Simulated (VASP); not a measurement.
Set up this calculation in VASP 6.6.1, as the native input.

- Task: G0W0 quasiparticle levels
- Functional: PBE
- Potentials or basis: VASP PAW PBE potentials, release 64 (Ga_d_GW, As_GW)
- Cutoff: 500 eV
- k mesh: 4 × 4 × 4
- Occupations: gaussian, width 0.01 eV
- Spin: no spin polarisation
- Dipole correction: no
- GW scheme: G0W0
- GW iterations: 1
- Cutoff of the response function: 80
- Frequency points: 48
- Empty bands: 60
- Further INCAR settings: ALGO = EVGW0; EDIFF = 1e-08; NBANDS = 69

Crystal: GaAs.

```
CELL_PARAMETERS angstrom
0.00000 2.83308 2.83308
2.83308 0.00000 2.83308
2.83308 2.83308 0.00000
ATOMIC_POSITIONS crystal
Ga 0.00000 0.00000 0.00000
As 0.25000 0.25000 0.25000
```

These files were run (other wordings do the same):

POSCAR

```
GaAs
1.0
    0.0000000000      2.8330831910      2.8330831910
    2.8330831910      0.0000000000      2.8330831910
    2.8330831910      2.8330831910      0.0000000000
Ga As
1 1
Direct
    0.0000000000      0.0000000000      0.0000000000
    0.2500000000      0.2500000000      0.2500000000
```

INCAR.step1

```
SYSTEM = GaAs
  PREC = Accurate
  ENCUT = 500
  EDIFF = 1E-8
  ISMEAR = 0
  SIGMA = 0.01
  LREAL = .False.
  LASPH = .True.
  NELM = 100
  ALGO = Normal
  LWAVE = .True.
  LCHARG = .False.
  GGA = PE
```

INCAR.step2

```
SYSTEM = GaAs
  PREC = Accurate
  ENCUT = 500
  EDIFF = 1E-8
  ISMEAR = 0
  SIGMA = 0.01
  LREAL = .False.
  LASPH = .True.
  NELM = 1
  ALGO = Exact
  LWAVE = .True.
  LCHARG = .False.
  GGA = PE
  NBANDS = 69
  LOPTICS = .True.
  ISTART = 1
```

INCAR.step3

```
SYSTEM = GaAs
  PREC = Accurate
  ENCUT = 500
  EDIFF = 1E-8
  ISMEAR = 0
  SIGMA = 0.01
  LREAL = .False.
  LASPH = .True.
  ALGO = EVGW0
  LWAVE = .False.
  LCHARG = .False.
  GGA = PE
  NELMGW = 1
  NBANDS = 69
  ENCUTGW = 80.0
  NOMEGA = 48
  PRECFOCK = Fast
  ISTART = 1
  NBANDSGW = 17
```

KPOINTS

```
Automatic mesh
0
Gamma
  4 4 4
  0 0 0
```

Potentials or basis: VASP PAW PBE potentials, release 64 (Ga_d_GW, As_GW).

Command:

```bash
$ cat potpaw_PBE.64/Ga_d_GW/POTCAR potpaw_PBE.64/As_GW/POTCAR > POTCAR
$ cp INCAR.step1 INCAR
$ mpirun -np 1 vasp_std > vasp.out
$ cp INCAR.step2 INCAR
$ mpirun -np 1 vasp_std > vasp.out
$ cp INCAR.step3 INCAR
$ mpirun -np 1 vasp_std > vasp.out
```

It gave:

```yaml
Band_gap_on_the_k_mesh_mean-field_level: 0.45 eV, direct
Quasiparticle_gap: 1.35 eV
Least_direct_quasiparticle_gap: 1.35 eV
```

Caveat: the k points lie up to 0.48 Å⁻¹ apart; bands, screening cutoff and mesh are small and nothing is extrapolated, so the quasiparticle values aren't converged.

Run time: 4 min on 1 thread of Intel Xeon 8259CL (shared host), peak memory 0.43 GiB.
